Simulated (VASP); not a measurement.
# Tb4S (Im-3m) in VASP: a series of runs, part 2 of 2

VASP 6.6.1. The steps go on from the part before.

## 3. Single point, PBE

This run uses another cell than the first one: it holds 10 atoms, not 5.

Input file INCAR:

```
ALGO     = Normal         # electronic algorithm
EDIFF    = 1E-6           # SCF threshold, eV
ENCUT    = 500            # plane-wave cutoff, eV
GGA      = PE             # functional
GGA_COMPAT= F            
ISIF     = 2              # what is computed and relaxed
ISMEAR   = 0              # smearing method
LASPH    = T              # aspherical terms in the spheres
LCHARG   = F              # write CHGCAR
LMAXMIX  = 6              # l up to which the mixer works
LREAL    = F              # projectors in reciprocal space
LWAVE    = F              # write WAVECAR
NBANDS   = 53             # bands
NELM     = 200            # most SCF steps
PREC     = Accurate       # precision mode
SIGMA    = 0.2            # smearing width, eV
```

Input file KPOINTS:

```
k-points
0
Gamma
  4 4 4
```

Input file POSCAR:

```
Tb4S
1.0
    3.2999513121     -3.2999513121     -3.2999513121
   -3.2999513121     -3.2999513121      3.2999513121
   -6.5999026242      0.0000000000     -6.5999026242
Tb S
8 2
Direct
    0.0000000000      0.5000000000      0.0000000000
    0.5000000000      0.0000000000      0.5000000000
    0.5000000000      1.0000000000      0.0000000000
    0.0000000000      0.5000000000      0.5000000000
    0.2500000000      0.2500000000      0.7500000000
    0.7500000000      0.7500000000      0.2500000000
    0.7500000000      0.7500000000      0.7500000000
    0.2500000000      0.2500000000      0.2500000000
    0.5000000000      0.5000000000      0.5000000000
    0.0000000000      0.0000000000      0.0000000000
```

Potentials or basis: VASP PAW PBE potentials, release 64 (Tb_3, S), 4f in core.

On the command line:

```
$ cat potpaw_PBE.64/Tb_3/POTCAR potpaw_PBE.64/S/POTCAR > POTCAR
$ mpirun -np 1 vasp_std > vasp.out
```

OUTCAR:

```text
EDIFF = 1E-6
   ENCUT = 500
   GGA = PE
   ISIF = 2
   ISMEAR = 0
   LASPH = T
   LREAL = F
   NELM = 200
   PREC = Accurate

 ion  position               nearest neighbor table
   1  0.000  0.500  0.000-  10 2.86  10 2.86   6 3.30   7 3.30   8 3.30   3 3.30   5 3.30   3 3.30

   2  0.500  0.000  0.500-   9 2.86   9 2.86   6 3.30   7 3.30   8 3.30   4 3.30   5 3.30   4 3.30

   3  0.500  0.000  0.000-  10 2.86  10 2.86   6 3.30   7 3.30   8 3.30   1 3.30   5 3.30   1 3.30
[... 11 lines left out ...]
   9  0.500  0.500  0.500-   2 2.86   4 2.86   5 2.86   6 2.86   7 2.86   8 2.86   2 2.86   4 2.86

  10  0.000  0.000  0.000-   1 2.86   3 2.86   5 2.86   6 2.86   7 2.86   8 2.86   1 2.86   3 2.86

  LATTYP: Found a base centered orthorhombic cell.
 ALAT       =     6.5999026242
 B/A-ratio  =     1.4142135624
 C/A-ratio  =     1.4142135624

  Lattice vectors:

 A1 = (   3.2999513121,  -3.2999513121,  -3.2999513121)
 A2 = (  -3.2999513121,  -3.2999513121,   3.2999513121)
 A3 = (  -6.5999026242,   0.0000000000,  -6.5999026242)

Analysis of symmetry for initial positions (statically):
[... 205 lines left out ...]
      1     -19.3918      2.00000
      2     -19.3906      2.00000
      3     -19.3901      2.00000
      4     -19.3811      2.00000
      5     -19.3450      2.00000
      6     -19.2534      2.00000
[... 1165 lines left out ...]
     52       5.0969      0.00000
     53       5.7013      0.00000

------------------------ aborting loop because EDIFF is reached ----------------------------------------

  FORCE on cell =-STRESS in cart. coord.  units (eV):
  Direction    XX          YY          ZZ          XY          YZ          ZX
  --------------------------------------------------------------------------------------
  -------------------------------------------------------------------------------------
  Total        0.4069312      0.4827058      0.4069312      0.0000000      0.0000000      0.0286017
  in kB        2.2678744      2.6901749      2.2678744      0.0000000      0.0000000      0.1594006
  external PRESSURE =       2.4086412 kB  Pullay stress =       0.0000000 kB

 VOLUME and BASIS-vectors are now :
 -----------------------------------------------------------------------------
  energy-cutoff  :      500.00
  volume of cell :      287.48
      direct lattice vectors                 reciprocal lattice vectors
     3.299951312 -3.299951312 -3.299951312     0.075758693 -0.151517387 -0.075758693
    -3.299951312 -3.299951312  3.299951312    -0.075758693 -0.151517387  0.075758693
    -6.599902624  0.000000000 -6.599902624    -0.075758693  0.000000000 -0.075758693

 POSITION                                       TOTAL-FORCE (eV/Angst)
 -----------------------------------------------------------------------------------
     -1.64998     -1.64998      1.64998         0.000000      0.000000      0.000000
     -1.64998     -1.64998     -4.94993        -0.000000      0.000000     -0.000000
      1.64998     -1.64998     -1.64998        -0.000000      0.000000     -0.000000
     -4.94993     -1.64998     -1.64998         0.000000      0.000000      0.000000
     -4.94993     -1.64998     -4.94993         0.000000     -0.000000     -0.000000
     -1.64998     -4.94993     -1.64998        -0.000000      0.000000     -0.000000
     -4.94993     -4.94993     -4.94993        -0.000000      0.000000      0.000000
     -1.64998     -1.64998     -1.64998         0.000000     -0.000000      0.000000
     -3.29995     -3.29995     -3.29995        -0.000000      0.000000     -0.000000
      0.00000      0.00000      0.00000        -0.000000      0.000000     -0.000000
 -----------------------------------------------------------------------------------
    total drift:                                0.000000      0.000000      0.000000

  FREE ENERGIE OF THE ION-ELECTRON SYSTEM (eV)
  ---------------------------------------------------
  free  energy   TOTEN  =       -47.4446049306 eV

  energy  without entropy=      -47.1497804372  energy(sigma->0) =      -47.29719268
```

OSZICAR:

```text
N       E                     dE             d eps       ncg     rms          rms(c)
DAV:   1     0.440479209783E+03    0.44048E+03   -0.37709E+04  2226   0.138E+03
DAV:   2     0.423095021815E+01   -0.43625E+03   -0.42433E+03  2241   0.398E+02
DAV:   3    -0.447241383368E+02   -0.48955E+02   -0.46663E+02  3122   0.752E+01
DAV:   4    -0.473838801798E+02   -0.26597E+01   -0.25472E+01  2828   0.129E+01
DAV:   5    -0.474728875746E+02   -0.89007E-01   -0.87560E-01  2868   0.269E+00    0.437E+01
DAV:   6    -0.473656731334E+02    0.10721E+00   -0.77487E-01  2868   0.228E+00    0.268E+01
DAV:   7    -0.474571425368E+02   -0.91469E-01   -0.34780E-01  2980   0.210E+00    0.106E+00
DAV:   8    -0.474442863712E+02    0.12856E-01   -0.69189E-02  2652   0.717E-01    0.535E-01
DAV:   9    -0.474446051678E+02   -0.31880E-03   -0.92913E-03  2796   0.331E-01    0.172E-01
DAV:  10    -0.474445947732E+02    0.10395E-04   -0.30587E-04  2764   0.695E-02    0.542E-02
DAV:  11    -0.474446075767E+02   -0.12804E-04   -0.44192E-05  2756   0.232E-02    0.140E-02
DAV:  12    -0.474446058094E+02    0.17673E-05   -0.16422E-05  2260   0.107E-02    0.133E-02
DAV:  13    -0.474446049306E+02    0.87883E-06   -0.18575E-06  1900   0.538E-03
   1 F= -.47444605E+02 E0= -.47297193E+02  d E =-.294824E+00
```

stdout:

```text
POSCAR found type information on POSCAR TbS
 POSCAR found :  2 types and      10 ions
 scaLAPACK will be used
 LDA part: xc-table for (Slater+PW92), standard interpolation
 POSCAR, INCAR and KPOINTS ok, starting setup
 FFT: planning ... GRIDC
 FFT: planning ... GRID_SOFT
 FFT: planning ... GRID
 WAVECAR not read
 entering main loop
```

Run time: 2 min. Hardware: 1 thread of Intel Xeon 6975P-C (Granite Rapids), shared host; peak memory 0.48 GiB.

Results:

- Free energy: -47.4446 eV
- Pressure: 0.2 GPa
- Band gap on the k mesh: zero (bands 42 and 43 overlap by 0.63 eV)

Caveat: spin-orbit coupling is left out, which moves the levels of the heavy elements; the 4f electrons are frozen in the core, so they carry no moment and show no levels; the run has no spin polarisation, though such a crystal can be magnetic. Spin polarisation is off, so any magnetic state and its effect on volume and gap are missing.
